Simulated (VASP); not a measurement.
# ZnC in VASP: notebook

Runs on ZnC. Level: PBE. Tasks: single point.

All numbers are computed with VASP 6.6.1; they aren't measurements. Logs are shortened: lines on timing, memory, paths and dates and some standing lists are left out, and cuts for length are marked.

### 1 The cell of the first run

Symmetry: Immm, No. 71, orthorhombic system. The conventional cell has a = 3.041 Å, b = 3.152 Å, c = 4.416 Å, α = 90.00°, β = 90.00°, γ = 90.00°. Zn (site symmetry mmm) has 6 C at 2.19 to 2.21 Å within 2.9 Å. C (site symmetry mmm) has 6 Zn at 2.19 to 2.21 Å within 2.9 Å.

The cell was generated, and may not be a known phase.

### 2 Single point, PBE

Contents of INCAR:

```
SYSTEM = ZnC
ALGO = Normal
EDIFF = 1E-6
ENCUT = 520
GGA = PE
ISIF = 2
ISMEAR = 0
LASPH = .True.
LCHARG = .False.
LREAL = .False.
LWAVE = .False.
NBANDS = 15
NELM = 100
PREC = Accurate
SIGMA = 0.1
```

Contents of KPOINTS:

```
k-points
0
Gamma
  8 8 8
  0 0 0
```

Contents of POSCAR:

```
ZnC
1.0
   -1.5206928389      1.5761790353      2.2078448093
    1.5206928389     -1.5761790353      2.2078448093
    1.5206928389      1.5761790353     -2.2078448093
Zn C
1 1
Direct
    0.5000000000      0.0000000000      0.5000000000
    0.0000000000      0.5000000000      0.5000000000
```

Potentials or basis: VASP PAW PBE potentials, release 64 (Zn, C).

The run is started by

```bash
$ cat potpaw_PBE.64/Zn/POTCAR potpaw_PBE.64/C/POTCAR > POTCAR
$ mpirun -np 1 vasp_std > vasp.out
```

OUTCAR:

```text
SYSTEM = ZnC
   EDIFF = 1E-6
   ENCUT = 520
   GGA = PE
   ISIF = 2
   ISMEAR = 0
   LASPH = .True.
   LREAL = .False.
   NELM = 100
   PREC = Accurate

 ion  position               nearest neighbor table
   1  0.500  0.000  0.500-   2 2.19   2 2.19   2 2.19   2 2.19   2 2.21   2 2.21
   2  0.000  0.500  0.500-   1 2.19   1 2.19   1 2.19   1 2.19   1 2.21   1 2.21

  LATTYP: Found a body centered orthorhombic cell.
 ALAT       =     3.0413856778
 B/A-ratio  =     1.0364874451
 C/A-ratio  =     1.4518676966

  Lattice vectors:

 A1 = (  -1.5206928389,   1.5761790353,   2.2078448093)
 A2 = (   1.5206928389,  -1.5761790353,   2.2078448093)
 A3 = (   1.5206928389,   1.5761790353,  -2.2078448093)

Analysis of symmetry for initial positions (statically):
=====================================================================
 Subroutine PRICEL returns:
 Original cell was already a primitive cell.

 Routine SETGRP: Setting up the symmetry group for a
 body centered orthorhombic supercell.

 Subroutine GETGRP returns: Found  8 space group operations
 (whereof  8 operations were pure point group operations)
 out of a pool of  8 trial point group operations.

The static configuration has the point symmetry D_2h.

Analysis of symmetry for dynamics (positions and initial velocities):
=====================================================================
 Subroutine PRICEL returns:
 Original cell was already a primitive cell.

 Routine SETGRP: Setting up the symmetry group for a
 body centered orthorhombic supercell.

 Subroutine GETGRP returns: Found  8 space group operations
 (whereof  8 operations were pure point group operations)
 out of a pool of  8 trial point group operations.

The dynamic configuration has the point symmetry D_2h.

 Subroutine INISYM returns: Found  8 space group operations
 (whereof  8 operations are pure point group operations),
 and found     1 'primitive' translations

----------------------------------------------------------------------------------------

                                     Primitive cell

  volume of cell :      21.1678

  direct lattice vectors                    reciprocal lattice vectors
    -1.520692839  1.576179035  2.207844809     0.000000000  0.317222846  0.226465193
     1.520692839 -1.576179035  2.207844809     0.328797498  0.000000000  0.226465193
     1.520692839  1.576179035 -2.207844809     0.328797498  0.317222846  0.000000000

  length of vectors
     3.109891600  3.109891600  3.109891600     0.389765080  0.399242129  0.456878680

  position of ions in fractional coordinates (direct lattice)
     0.500000000  0.000000000  0.500000000
     0.000000000  0.500000000  0.500000000

  ion indices of the primitive-cell ions
   primitive index   ion index
                 1           1
                 2           2

----------------------------------------------------------------------------------------

 KPOINTS: k-points

Automatic generation of k-mesh.
 Grid dimensions read from file:
 generate k-points for:    8    8    8

 Generating k-lattice:

  Cartesian coordinates                     Fractional coordinates (reciprocal lattice)
     0.000000000  0.039652856  0.028308149     0.125000000 -0.000000000  0.000000000
     0.041099687  0.000000000  0.028308149    -0.000000000  0.125000000  0.000000000
     0.041099687  0.039652856  0.000000000     0.000000000  0.000000000  0.125000000

  Length of vectors
     0.048720635  0.049905266  0.057109835

  Shift w.r.t. Gamma in fractional coordinates (k-lattice)
     0.000000000  0.000000000  0.000000000

 Subroutine IBZKPT returns following result:
 ===========================================

 Found     95 irreducible k-points:

 Following reciprocal coordinates:
            Coordinates               Weight
  0.000000  0.000000  0.000000      1.000000
  0.125000  0.000000  0.000000      4.000000
  0.250000  0.000000  0.000000      4.000000
  0.375000  0.000000  0.000000      4.000000
  0.500000  0.000000  0.000000      2.000000
  0.000000  0.125000  0.000000      4.000000
[... 16 lines left out ...]
  0.125000  0.375000  0.000000      8.000000
  0.250000  0.375000  0.000000      8.000000
 [... further k-points ...]
   k-points           NKPTS =     95   k-points in BZ     NKDIM =     95   number of bands    NBANDS=     15
   number of dos      NEDOS =    301   number of ions     NIONS =      2
   total plane-waves  NPLWV =  13824
   dimension x,y,z NGX =    24 NGY =   24 NGZ =   24
   dimension x,y,z NGXF=    48 NGYF=   48 NGZF=   48
   ions per type =               1   1
   NGX,Y,Z   is equivalent  to a cutoff of  12.83, 12.83, 12.83 a.u.
   NGXF,Y,Z  is equivalent  to a cutoff of  25.66, 25.66, 25.66 a.u.
 SYSTEM =  ZnC
   PREC   = accura    normal or accurate (medium, high low for compatibility)
   ISTART =      0    job   : 0-new  1-cont  2-samecut
   ICHARG =      2    charge: 1-file 2-atom 10-const
   ISPIN  =      1    spin polarized calculation?
   LNONCOLLINEAR =      F non collinear calculations
   LSORBIT =      F    spin-orbit coupling
   LASPH  =      T    aspherical Exc in radial PAW
   ENCUT  =  520.0 eV  38.22 Ry    6.18 a.u.   5.78  5.78  5.78*2*pi/ulx,y,z
   NELM   =    100;   NELMIN=  2; NELMDL= -5     # of ELM steps
   EDIFF  = 0.1E-05   stopping-criterion for ELM
   LREAL  =      F    real-space projection
   EDIFFG = 0.1E-04   stopping-criterion for IOM
   NSW    =      0    number of steps for IOM
   IBRION =     -1    ionic relax: 0-MD 1-quasi-New 2-CG
   NFREE  =      0    steps in history (QN), initial steepest desc. (CG)
   ISIF   =      2    stress and relaxation
   ISYM   =      2    0-nonsym 1-usesym 2-fastsym
   POTIM  = 0.5000    time-step for ionic-motion
   TEBEG  =    0.0;   TEEND  =   0.0 temperature during run
   PSTRESS=    0.0 pullay stress
   NELECT =      16.0000    total number of electrons
   NUPDOWN=      -1.0000    fix difference up-down
   EMIN   =  10.00;   EMAX   =-10.00  energy-range for DOS
   EFERMI =   0.00;   METHOD = LEGACY
   ISMEAR =     0;   SIGMA  =   0.10  broadening in eV -4-tet -1-fermi 0-gaus
   EFERMI_NEDOS =   21; number of points for ismear=-14 and -15
   IALGO  =     38    algorithm
   IMIX   =      4    mixing-type and parameters
     AMIX     =   0.40;   BMIX     =  1.00
     AMIX_MAG =   1.60;   BMIX_MAG =  1.00
  volume/ion in A,a.u.               =      10.58        71.42
  Fermi-wavevector in a.u.,A,eV,Ry     =   1.491270  2.818092 30.257811  2.223886
  Thomas-Fermi vector in A             =   2.603946
   LORBIT       =      0    0 simple, 1 ext, 2 COOP (PROOUT), +10 PAW based schemes
   GGA     = PE    functional components
   LHFCALC =     F    Hartree Fock is set to
   AEXX    =    0.0000 exact exchange contribution
   IVDW    =     0    specifies the selected vdW correction
   LEPSILON=     F    determine dielectric tensor
   LRPA    =     F    only Hartree local field effects (RPA)
 non-spin polarized calculation
 Gauss-broadening in eV      SIGMA  =   0.10
  energy-cutoff  :      520.00
  volume of cell :       21.17
 maximum number of plane-waves:       584
   NGX = 11   NGY = 11   NGZ = 11

 number of electron      15.9999998 magnetization

 Free energy of the ion-electron system (eV)
  ---------------------------------------------------
  ext. energy  EPLUGINS =         0.00000000
  ---------------------------------------------------
  free energy    TOTEN  =        -7.04916068 eV

  energy without entropy =       -7.04484854  energy(sigma->0) =       -7.04700461

 E-fermi :   3.7587     XC(G=0): -12.1378

 val. band max:        3.7299417967   @ k =  -0.2500   0.5000   0.2500
 cond. band min:       3.7836215477   @ k =  -0.2500   0.2500   0.0000
 fundamental gap:      0.0536797511
 Fermi energy:         3.7587162975

 k-point     1 :       0.0000    0.0000    0.0000
  band No.  band energies     occupation
      1      -9.9073      2.00000
      2      -2.9502      2.00000
      3      -2.9479      2.00000
      4      -2.8967      2.00000
      5      -2.8299      2.00000
      6      -2.8284      2.00000
      7       4.7600      0.00000
      8       5.0026      0.00000
      9       5.1646      0.00000
     10      10.5144      0.00000
     11      18.3927      0.00000
     12      18.8523      0.00000
     13      19.3631      0.00000
     14      19.7893      0.00000
     15      20.9374      0.00000

 k-point     2 :       0.1250    0.0000    0.0000
  band No.  band energies     occupation
      1      -9.6093      2.00000
      2      -2.9987      2.00000
      3      -2.9750      2.00000
      4      -2.9260      2.00000
      5      -2.8453      2.00000
      6      -2.8348      2.00000
      7       3.7042      1.55899
      8       5.0407      0.00000
      9       5.2606      0.00000
     10      11.2788      0.00000
     11      16.1587      0.00000
     12      18.1302      0.00000
     13      18.6343      0.00000
     14      20.3130      0.00000
     15      20.5836      0.00000

 k-point     3 :       0.2500    0.0000    0.0000
  band No.  band energies     occupation
      1      -8.7463      2.00000
      2      -3.1764      2.00000
      3      -3.1572      2.00000
      4      -3.1073      2.00000
      5      -2.7546      2.00000
      6      -2.7307      2.00000
      7       1.5032      2.00000
      8       5.3155      0.00000
      9       5.5039      0.00000
     10      11.9878      0.00000
     11      14.8504      0.00000
     12      16.1747      0.00000
     13      16.6128      0.00000
     14      20.3537      0.00000
     15      21.6109      0.00000

 k-point     4 :       0.3750    0.0000    0.0000
  band No.  band energies     occupation
      1      -7.4608      2.00000
      2      -3.6610      2.00000
      3      -3.3460      2.00000
      4      -3.2842      2.00000
      5      -2.6452      2.00000
      6      -2.6194      2.00000
      7      -0.4475      2.00000
      8       5.6237      0.00000
      9       5.7725      0.00000
     10      11.4306      0.00000
     11      14.6099      0.00000
     12      15.0639      0.00000
     13      15.3000      0.00000
     14      20.6511      0.00000
     15      24.0913      0.00000
[... 307 lines left out ...]
 k-point    22 :       0.0000    0.3750    0.0000
  band No.  band energies     occupation
      1      -7.3337      2.00000
      2      -3.6027      2.00000
      3      -3.3856      2.00000
      4      -3.3180      2.00000
      5      -2.6369      2.00000
      6      -2.6082      2.00000
      7      -0.2141      2.00000
      8       5.5501      0.00000
      9       5.5899      0.00000
     10      11.0639      0.00000
     11      14.3292      0.00000
     12      14.4649      0.00000
     13      15.4207      0.00000
     14      20.3305      0.00000
     15      24.0362      0.00000

 k-point    23 :       0.1250    0.3750    0.0000
  band No.  band energies     occupation
      1      -6.7730      2.00000
      2      -3.8365      2.00000
      3      -3.3616      2.00000
      4      -3.2555      2.00000
      5      -2.6151      2.00000
      6      -2.5172      2.00000
      7      -0.4840      2.00000
      8       4.1189      0.00000
      9       5.5899      0.00000
     10      11.6998      0.00000
     11      12.8838      0.00000
     12      14.4791      0.00000
     13      16.2561      0.00000
     14      21.9509      0.00000
     15      24.0510      0.00000

 k-point    24 :       0.2500    0.3750    0.0000
  band No.  band energies     occupation
      1      -6.3528      2.00000
      2      -3.6753      2.00000
      3      -3.2321      2.00000
      4      -3.1247      2.00000
      5      -2.5840      2.00000
      6      -2.1998      2.00000
      7      -0.3406      2.00000
      8       1.8921      2.00000
      9       4.6630      0.00000
     10      10.6241      0.00000
     11      13.8375      0.00000
     12      15.8736      0.00000
     13      16.3615      0.00000
     14      22.3268      0.00000
     15      24.5615      0.00000

 [... further k-points ...]

------------------------ aborting loop because EDIFF is reached ----------------------------------------

  FORCE on cell =-STRESS in cart. coord.  units (eV):
  Direction    XX          YY          ZZ          XY          YZ          ZX
  --------------------------------------------------------------------------------------
  -------------------------------------------------------------------------------------
  Total        0.1086578      0.1037713      0.0884144     -0.0000000      0.0000000      0.0000000
  in kB        8.2242447      7.8543863      6.6920300     -0.0000000      0.0000000      0.0000000
  external PRESSURE =       7.5902203 kB  Pullay stress =       0.0000000 kB

 VOLUME and BASIS-vectors are now :
 -----------------------------------------------------------------------------
  energy-cutoff  :      520.00
  volume of cell :       21.17
      direct lattice vectors                 reciprocal lattice vectors
    -1.520692839  1.576179035  2.207844809     0.000000000  0.317222846  0.226465193
     1.520692839 -1.576179035  2.207844809     0.328797498  0.000000000  0.226465193
     1.520692839  1.576179035 -2.207844809     0.328797498  0.317222846  0.000000000

 POSITION                                       TOTAL-FORCE (eV/Angst)
 -----------------------------------------------------------------------------------
      0.00000      1.57618      0.00000         0.000000      0.000000     -0.000000
      1.52069      0.00000      0.00000        -0.000000     -0.000000      0.000000
 -----------------------------------------------------------------------------------
    total drift:                               -0.000000     -0.000000      0.000000

  FREE ENERGIE OF THE ION-ELECTRON SYSTEM (eV)
  ---------------------------------------------------
  free  energy   TOTEN  =        -7.0491606796 eV

  energy  without entropy=       -7.0448485391  energy(sigma->0) =       -7.04700461
```

It took 28 s on 1 thread of Oxide Virtual Turin-like, shared host; peak memory 0.12 GiB.

What came out:

```yaml
Free_energy: -7.0492 eV
Pressure: 0.8 GPa
Band_gap_on_the_k_mesh: zero (bands 8 and 9 overlap by 4.25 eV)
```

Levels at points of the mesh, in eV from the Fermi level:
```
           k point  band 6  band 7  band 8  band 9  band 10  band 11
(0.00, 0.00, 0.00)   -6.59    1.00    1.24    1.41     6.76    14.63
(0.50, 0.00, 0.00)   -6.33   -4.93    2.01    2.14     7.33    10.29
(0.00, 0.50, 0.00)   -6.31   -4.75    1.95    1.95     6.94     9.95
(0.50, 0.50, 0.00)   -5.29   -4.54   -1.39   -1.29     3.34     8.88
(0.50, 0.50, 0.50)   -5.32   -4.60   -1.60   -0.97     3.39     9.03
```

### 3 Single point, PBE

This run uses another cell than the first one: it holds 4 atoms, not 2.

Contents of INCAR:

```
SYSTEM = ZnC
PREC = Accurate
ENCUT = 520
EDIFF = 1E-6
ISMEAR = 0
SIGMA = 0.1
LREAL = .False.
LASPH = .True.
NELM = 80
ALGO = Normal
ISIF = 2
LWAVE = .False.
LCHARG = .True.
GGA = PE
LELF = .True.
LVHAR = .True.
NBANDS = 24
```

Contents of KPOINTS:

```
Automatic mesh
0
Gamma
  6 4 4
  0 0 0
```

Contents of POSCAR:

```
ZnC
1.0
    3.0033321980      0.0000000000      0.0000000000
    0.0000000000      3.1210271772      0.0000000000
    0.0000000000      0.0000000000      4.5325871404
Zn C
2 2
Direct
    0.0000000000      0.5000000000      0.2500094486
    0.5000000000      0.0000000000      0.7499905514
    0.0000000000      0.5000000000      0.7500220892
    0.5000000000      0.0000000000      0.2499779108
```

Potentials or basis: VASP PAW PBE potentials, release 64 (Zn, C).

The run is started by

```bash
$ cat potpaw_PBE.64/Zn/POTCAR potpaw_PBE.64/C/POTCAR > POTCAR
$ mpirun -np 1 vasp_std > vasp.out
```

Run time: 22 s. Hardware: 1 thread of Oxide Virtual Turin-like, shared host; peak memory 0.14 GiB.

The run converged. Its results:

| Property | Result |
| --- | --- |
| Free energy | -14.0654 eV |
| Pressure | 0.9 GPa |
| Band gap on the k mesh | zero (bands 16 and 17 overlap by 3.86 eV) |

Stress tensor (GPa, compression positive):
```
0.87 0.00 0.00
0.00 1.10 0.00
0.00 0.00 0.65
```

Levels at points of the mesh, in eV from the Fermi level:
```csv
k point,band 13,band 14,band 15,band 16,band 17,band 18,band 19,band 20
"(0.00, 0.00, 0.00)",-4.84,-1.50,-0.84,0.85,1.27,1.31,3.67,6.66
"(0.50, 0.00, 0.00)",-3.22,-3.22,-1.59,-1.59,1.86,1.86,8.21,8.21
"(0.00, 0.50, 0.00)",-3.36,-3.36,-1.75,-1.75,2.03,2.03,8.95,8.95
"(0.50, 0.50, 0.00)",-4.48,-4.48,-1.74,-1.74,-1.20,-1.20,3.14,3.14
"(0.00, 0.00, 0.50)",-0.62,-0.62,-0.31,-0.31,0.24,0.24,6.81,6.81
"(0.50, 0.00, 0.50)",-4.77,-4.77,1.74,1.74,2.04,2.04,6.84,6.84
"(0.00, 0.50, 0.50)",-4.97,-4.97,1.79,1.79,2.19,2.19,7.08,7.08
"(0.50, 0.50, 0.50)",-3.54,-3.54,-3.43,-3.43,-2.06,-2.06,6.76,6.76
```

Caveat: the k points lie up to 0.50 Å⁻¹ apart, too coarse for converged energies and pressures of a metal.

The gap in the log of VASP goes by the Fermi energy; the results here count the filled bands.